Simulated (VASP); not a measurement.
# Ga (Cmcm) in VASP: a series of runs

Runs on Ga. Level: PBEsol. Tasks: single point.

All numbers are computed with VASP 6.6.1; they aren't measurements. Logs are shortened: lines on timing, memory, paths and dates and some standing lists are left out, and cuts for length are marked.

## (1) The cell of the first run

Symmetry: Cmcm, No. 63, orthorhombic system. Conventional cell: a = 2.617 Å, b = 7.660 Å, c = 3.148 Å, α = 90.00°, β = 90.00°, γ = 90.00°. Ga (site symmetry m2m) has 10 Ga at 2.58 to 3.15 Å within 3.4 Å.

## (2) Single point, PBEsol (volume scaled by 0.88, then relaxed in part)

Contents of INCAR:

```
SYSTEM = Ga
ALGO     = Fast           ! electronic algorithm
EDIFF    = 1E-7           ! SCF threshold, eV
ENCUT    = 520            ! plane-wave cutoff, eV
GGA      = PS             ! functional
ISIF     = 2              ! what is computed and relaxed
ISMEAR   = 0              ! smearing method
LASPH    = .True.         ! aspherical terms in the spheres
LCHARG   = .False.        ! write CHGCAR
LREAL    = .False.        ! projectors in reciprocal space
LWAVE    = .False.        ! write WAVECAR
NBANDS   = 20             ! bands
NELM     = 100            ! most SCF steps
PREC     = Accurate       ! precision mode
SIGMA    = 0.1            ! smearing width, eV
```

Contents of KPOINTS:

```
k-points
0
Gamma
  16 16 14
  0 0 0
```

Contents of POSCAR:

```
Ga
1.0
    1.3085458452     -3.8300454738      0.0000000000
    1.3085458452      3.8300454738      0.0000000000
    0.0000000000      0.0000000000      3.1484346593
Ga
2
Direct
    0.8667508889      0.1332491111      0.2500000000
    0.1332491111      0.8667508889      0.7500000000
```

Potentials or basis: VASP PAW PBE potentials, release 64 (Ga_d).

Run with:

```console
$ cat potpaw_PBE.64/Ga_d/POTCAR > POTCAR
$ mpirun -np 1 vasp_std > vasp.out
```

OUTCAR:

```text
SYSTEM = Ga
   EDIFF = 1E-7
   ENCUT = 520
   GGA = PS
   ISIF = 2
   ISMEAR = 0
   LASPH = .True.
   LREAL = .False.
   NELM = 100
   PREC = Accurate

 ion  position               nearest neighbor table
   1  0.867  0.133  0.250-   2 2.58   2 2.58   2 2.72   2 2.72   2 2.72   2 2.72
   2  0.133  0.867  0.750-   1 2.58   1 2.58   1 2.72   1 2.72   1 2.72   1 2.72

  LATTYP: Found a base centered orthorhombic cell.
 ALAT       =     2.6170916904
 B/A-ratio  =     2.9269478695
 C/A-ratio  =     1.2030280295

  Lattice vectors:

 A1 = (   1.3085458452,  -3.8300454738,   0.0000000000)
 A2 = (   1.3085458452,   3.8300454738,   0.0000000000)
 A3 = (   0.0000000000,   0.0000000000,   3.1484346593)

Analysis of symmetry for initial positions (statically):
=====================================================================
 Subroutine PRICEL returns:
 Original cell was already a primitive cell.

 Routine SETGRP: Setting up the symmetry group for a
 base centered orthorhombic supercell.

 Subroutine GETGRP returns: Found  8 space group operations
 (whereof  4 operations were pure point group operations)
 out of a pool of  8 trial point group operations.

The static configuration has the point symmetry C_2h.
 The point group associated with its full space group is D_2h.

Analysis of symmetry for dynamics (positions and initial velocities):
=====================================================================
 Subroutine PRICEL returns:
 Original cell was already a primitive cell.

 Routine SETGRP: Setting up the symmetry group for a
 base centered orthorhombic supercell.

 Subroutine GETGRP returns: Found  8 space group operations
 (whereof  4 operations were pure point group operations)
 out of a pool of  8 trial point group operations.

The dynamic configuration has the point symmetry C_2h.
 The point group associated with its full space group is D_2h.

 Subroutine INISYM returns: Found  8 space group operations
 (whereof  4 operations are pure point group operations),
 and found     1 'primitive' translations

----------------------------------------------------------------------------------------

                                     Primitive cell

  volume of cell :      31.5586

  direct lattice vectors                    reciprocal lattice vectors
     1.308545845 -3.830045474  0.000000000     0.382103540 -0.130546753  0.000000000
     1.308545845  3.830045474  0.000000000     0.382103540  0.130546753  0.000000000
     0.000000000  0.000000000  3.148434659     0.000000000  0.000000000  0.317618153

  length of vectors
     4.047411588  4.047411588  3.148434659     0.403789017  0.403789017  0.317618153

  position of ions in fractional coordinates (direct lattice)
     0.866750889  0.133249111  0.250000000
     0.133249111  0.866750889  0.750000000

  ion indices of the primitive-cell ions
   primitive index   ion index
                 1           1
                 2           2

----------------------------------------------------------------------------------------

 KPOINTS: k-points

Automatic generation of k-mesh.
 Grid dimensions read from file:
 generate k-points for:   16   16   14

 Generating k-lattice:

  Cartesian coordinates                     Fractional coordinates (reciprocal lattice)
     0.023881471 -0.008159172  0.000000000     0.062500000  0.000000000  0.000000000
     0.023881471  0.008159172  0.000000000     0.000000000  0.062500000  0.000000000
     0.000000000  0.000000000  0.022687011     0.000000000  0.000000000  0.071428571

  Length of vectors
     0.025236814  0.025236814  0.022687011

  Shift w.r.t. Gamma in fractional coordinates (k-lattice)
     0.000000000  0.000000000  0.000000000

 Subroutine IBZKPT returns following result:
 ===========================================

 Found    584 irreducible k-points:

 Following reciprocal coordinates:
            Coordinates               Weight
  0.000000  0.000000  0.000000      1.000000
  0.062500  0.000000  0.000000      4.000000
  0.125000  0.000000  0.000000      4.000000
  0.187500  0.000000  0.000000      4.000000
  0.250000  0.000000  0.000000      4.000000
  0.312500  0.000000  0.000000      4.000000
[... 16 lines left out ...]
 -0.125000  0.062500  0.000000      4.000000
 -0.062500  0.062500  0.000000      2.000000
 [... further k-points ...]
   k-points           NKPTS =    584   k-points in BZ     NKDIM =    584   number of bands    NBANDS=     20
   number of dos      NEDOS =    301   number of ions     NIONS =      2
   total plane-waves  NPLWV =  21600
   dimension x,y,z NGX =    30 NGY =   30 NGZ =   24
   dimension x,y,z NGXF=    60 NGYF=   60 NGZF=   48
   ions per type =               2
   NGX,Y,Z   is equivalent  to a cutoff of  12.32, 12.32, 12.67 a.u.
   NGXF,Y,Z  is equivalent  to a cutoff of  24.64, 24.64, 25.35 a.u.
 SYSTEM =  Ga
   PREC   = accura    normal or accurate (medium, high low for compatibility)
   ISTART =      0    job   : 0-new  1-cont  2-samecut
   ICHARG =      2    charge: 1-file 2-atom 10-const
   ISPIN  =      1    spin polarized calculation?
   LNONCOLLINEAR =      F non collinear calculations
   LSORBIT =      F    spin-orbit coupling
   LASPH  =      T    aspherical Exc in radial PAW
   ENCUT  =  520.0 eV  38.22 Ry    6.18 a.u.   7.53  7.53  5.85*2*pi/ulx,y,z
   NELM   =    100;   NELMIN=  2; NELMDL= -5     # of ELM steps
   EDIFF  = 0.1E-06   stopping-criterion for ELM
   LREAL  =      F    real-space projection
   EDIFFG = 0.1E-05   stopping-criterion for IOM
   NSW    =      0    number of steps for IOM
   IBRION =     -1    ionic relax: 0-MD 1-quasi-New 2-CG
   NFREE  =      0    steps in history (QN), initial steepest desc. (CG)
   ISIF   =      2    stress and relaxation
   ISYM   =      2    0-nonsym 1-usesym 2-fastsym
   POTIM  = 0.5000    time-step for ionic-motion
   TEBEG  =    0.0;   TEEND  =   0.0 temperature during run
   PSTRESS=    0.0 pullay stress
   NELECT =      26.0000    total number of electrons
   NUPDOWN=      -1.0000    fix difference up-down
   EMIN   =  10.00;   EMAX   =-10.00  energy-range for DOS
   EFERMI =   0.00;   METHOD = LEGACY
   ISMEAR =     0;   SIGMA  =   0.10  broadening in eV -4-tet -1-fermi 0-gaus
   EFERMI_NEDOS =   21; number of points for ismear=-14 and -15
   IALGO  =     68    algorithm
   IMIX   =      4    mixing-type and parameters
     AMIX     =   0.40;   BMIX     =  1.00
     AMIX_MAG =   1.60;   BMIX_MAG =  1.00
  volume/ion in A,a.u.               =      15.78       106.48
  Fermi-wavevector in a.u.,A,eV,Ry     =   1.534712  2.900184 32.046340  2.355340
  Thomas-Fermi vector in A             =   2.641601
   LORBIT       =      0    0 simple, 1 ext, 2 COOP (PROOUT), +10 PAW based schemes
   GGA     = PS    functional components
   LHFCALC =     F    Hartree Fock is set to
   AEXX    =    0.0000 exact exchange contribution
   IVDW    =     0    specifies the selected vdW correction
   LEPSILON=     F    determine dielectric tensor
   LRPA    =     F    only Hartree local field effects (RPA)
 non-spin polarized calculation
 RMM-DIIS sequential band-by-band and
 Gauss-broadening in eV      SIGMA  =   0.10
  energy-cutoff  :      520.00
  volume of cell :       31.56
 maximum number of plane-waves:       870
   NGX = 15   NGY = 15   NGZ = 11

 number of electron      25.9999997 magnetization

 Free energy of the ion-electron system (eV)
  ---------------------------------------------------
  ext. energy  EPLUGINS =         0.00000000
  ---------------------------------------------------
  free energy    TOTEN  =        -6.55478627 eV

  energy without entropy =       -6.55140136  energy(sigma->0) =       -6.55309382

 E-fermi :   7.2468     XC(G=0): -12.0370

 val. band max:        7.2416052589   @ k =   0.5000   0.1250   0.2857
 cond. band min:       7.2543368073   @ k =   0.1875   0.1250   0.1429
 fundamental gap:      0.0127315484
 Fermi energy:         7.2468255328

 k-point     1 :       0.0000    0.0000    0.0000
  band No.  band energies     occupation
      1      -8.2743      2.00000
      2      -8.2475      2.00000
      3      -8.2037      2.00000
      4      -8.1886      2.00000
      5      -7.7740      2.00000
      6      -7.7637      2.00000
[... 12 lines left out ...]
     19      19.2902      0.00000
     20      21.4347      0.00000

 k-point     2 :       0.0625    0.0000    0.0000
  band No.  band energies     occupation
      1      -8.2637      2.00000
      2      -8.2429      2.00000
      3      -8.1946      2.00000
      4      -8.1632      2.00000
      5      -7.7831      2.00000
      6      -7.7744      2.00000
[... 12 lines left out ...]
     19      19.4853      0.00000
     20      22.1755      0.00000

 k-point     3 :       0.1250    0.0000    0.0000
  band No.  band energies     occupation
      1      -8.2375      2.00000
      2      -8.2297      2.00000
      3      -8.1598      2.00000
      4      -8.0988      2.00000
      5      -7.8113      2.00000
      6      -7.8054      2.00000
[... 12 lines left out ...]
     19      19.6128      0.00000
     20      22.7450      0.00000

 k-point     4 :       0.1875    0.0000    0.0000
  band No.  band energies     occupation
      1      -8.2108      2.00000
      2      -8.2045      2.00000
      3      -8.1066      2.00000
      4      -8.0137      2.00000
      5      -7.8528      2.00000
      6      -7.8507      2.00000
[... 12 lines left out ...]
     19      19.7623      0.00000
     20      23.5877      0.00000

 k-point     5 :       0.2500    0.0000    0.0000
  band No.  band energies     occupation
      1      -8.1901      2.00000
      2      -8.1701      2.00000
      3      -8.0572      2.00000
      4      -7.9773      2.00000
      5      -7.9101      2.00000
      6      -7.8329      2.00000
[... 12 lines left out ...]
     19      19.9684      0.00000
     20      24.0896      0.00000
[... 353 lines left out ...]
      6      -7.8698      2.00000
[... 12 lines left out ...]
     19      19.1030      0.00000
     20      24.8183      0.00000

 k-point    22 :      -0.1875    0.0625    0.0000
  band No.  band energies     occupation
      1      -8.2313      2.00000
      2      -8.2127      2.00000
      3      -8.1802      2.00000
      4      -8.0672      2.00000
      5      -7.8362      2.00000
      6      -7.8182      2.00000
[... 12 lines left out ...]
     19      19.0726      0.00000
     20      23.8530      0.00000

 k-point    23 :      -0.1250    0.0625    0.0000
  band No.  band energies     occupation
      1      -8.2646      2.00000
      2      -8.2309      2.00000
      3      -8.2107      2.00000
      4      -8.1343      2.00000
      5      -7.8024      2.00000
      6      -7.7826      2.00000
[... 12 lines left out ...]
     19      19.1724      0.00000
     20      22.2711      0.00000

 k-point    24 :      -0.0625    0.0625    0.0000
  band No.  band energies     occupation
      1      -8.2756      2.00000
      2      -8.2414      2.00000
      3      -8.2180      2.00000
      4      -8.1671      2.00000
      5      -7.7848      2.00000
      6      -7.7678      2.00000
[... 12 lines left out ...]
     19      19.4163      0.00000
     20      20.9598      0.00000

 [... further k-points ...]
[... 5 lines left out ...]
  --------------------------------------------------------------------------------------
  -------------------------------------------------------------------------------------
  Total        2.1914329      2.1864833      2.1849580      0.0000000      0.0000000      0.0000000
  in kB      111.2554270    111.0041456    110.9267070      0.0000000      0.0000000      0.0000000
  external PRESSURE =     111.0620932 kB  Pullay stress =       0.0000000 kB

 VOLUME and BASIS-vectors are now :
 -----------------------------------------------------------------------------
  energy-cutoff  :      520.00
  volume of cell :       31.56
      direct lattice vectors                 reciprocal lattice vectors
     1.308545845 -3.830045474  0.000000000     0.382103540 -0.130546753  0.000000000
     1.308545845  3.830045474  0.000000000     0.382103540  0.130546753  0.000000000
     0.000000000  0.000000000  3.148434659     0.000000000  0.000000000  0.317618153

 POSITION                                       TOTAL-FORCE (eV/Angst)
 -----------------------------------------------------------------------------------
      1.30855     -2.80935      0.78711         0.000000     -0.004868      0.000000
      1.30855      2.80935      2.36133         0.000000      0.004868     -0.000000
 -----------------------------------------------------------------------------------
    total drift:                               -0.000000     -0.000000      0.000000

  FREE ENERGIE OF THE ION-ELECTRON SYSTEM (eV)
  ---------------------------------------------------
  free  energy   TOTEN  =        -6.5547862708 eV

  energy  without entropy=       -6.5514013606  energy(sigma->0) =       -6.55309382
```

It took 9.8 min on 1 thread of Intel Xeon 8259CL, shared host; peak memory 0.39 GiB.

Results:

| Quantity | Value |
| --- | --- |
| Free energy | -6.5548 eV |
| Pressure | 11.1 GPa |
| Largest force | 0.005 eV/Å |
| Band gap on the k mesh | zero (band 13 reaches 11.82 eV, above the bottom of band 14 at 1.95 eV) |

Forces on the atoms (eV/Å):
```
Ga   0.000 -0.005  0.000
Ga   0.000  0.005  0.000
```

Caveat: the PAW data sets were made with another functional, which shifts forces and pressure a little.

## (3) Single point, PBEsol (volume scaled by 0.91, then relaxed in part)

Contents of INCAR:

```
SYSTEM = Ga
PREC     = Accurate       ! precision mode
ENCUT    = 520            ! plane-wave cutoff, eV
EDIFF    = 1E-6           ! SCF threshold, eV
ISMEAR   = 0              ! smearing method
SIGMA    = 0.1            ! smearing width, eV
LREAL    = .FALSE.        ! projectors in reciprocal space
LASPH    = .TRUE.         ! aspherical terms in the spheres
NELM     = 100            ! most SCF steps
ALGO     = Fast           ! electronic algorithm
ISIF     = 2              ! what is computed and relaxed
LWAVE    = .FALSE.        ! write WAVECAR
LCHARG   = .FALSE.        ! write CHGCAR
GGA      = PS             ! functional
NBANDS   = 20             ! bands
```

Contents of KPOINTS:

```
Automatic mesh
0
G
  16 16 14
  0 0 0
```

Contents of POSCAR:

```
Ga
1.0
    1.3253016575     -3.8539025508      0.0000000000
    1.3253016575      3.8539025508      0.0000000000
    0.0000000000      0.0000000000      3.1947053420
Ga
2
Direct
    0.8665292248      0.1334707752      0.2500000000
    0.1334707752      0.8665292248      0.7500000000
```

Potentials or basis: VASP PAW PBE potentials, release 64 (Ga_d).

Run with:

```console
$ cat potpaw_PBE.64/Ga_d/POTCAR > POTCAR
$ mpirun -np 1 vasp_std > vasp.out
```

It took 9.4 min on 1 thread of Intel Xeon 8259CL, shared host; peak memory 0.4 GiB.

Results (log left out):

- Free energy: -6.6170 eV
- Pressure: 7.6 GPa
- Band gap on the k mesh: zero (band 13 reaches 11.28 eV, above the bottom of band 14 at 1.76 eV)

Stress tensor (GPa, compression positive):
```
7.49 0.00 0.00
0.00 7.62 0.00
0.00 0.00 7.55
```

Levels at points of the mesh, in eV from the Fermi level:
| k point | band 9 | band 10 | band 11 | band 12 | band 13 | band 14 | band 15 | band 16 | band 17 | band 18 |
| --- | --- | --- | --- | --- | --- | --- | --- | --- | --- | --- |
| (0.00, 0.00, 0.00) | -14.90 | -14.72 | -12.39 | -2.54 | -1.32 | 1.52 | 5.53 | 10.41 | 11.21 | 11.48 |
| (0.50, 0.00, 0.00) | -14.80 | -14.75 | -6.43 | -5.78 | -1.74 | 0.22 | 6.57 | 7.19 | 9.22 | 10.30 |
| (0.50, 0.50, 0.00) | -14.85 | -14.80 | -10.14 | -9.34 | 4.03 | 5.00 | 6.42 | 6.69 | 8.09 | 11.52 |
| (0.00, 0.00, 0.50) | -14.80 | -14.80 | -8.56 | -8.56 | 1.63 | 1.63 | 2.74 | 2.74 | 12.94 | 12.94 |
| (0.50, 0.00, 0.50) | -14.75 | -14.75 | -3.02 | -3.02 | -1.83 | -1.83 | 2.07 | 2.07 | 4.72 | 4.72 |
| (0.50, 0.50, 0.50) | -14.91 | -14.91 | -6.41 | -6.41 | -5.11 | -5.11 | 11.99 | 11.99 | 13.00 | 13.00 |

Caveat: the PAW data sets were made with another functional, which shifts forces and pressure a little.

(Part 1 of 2 ends here.)
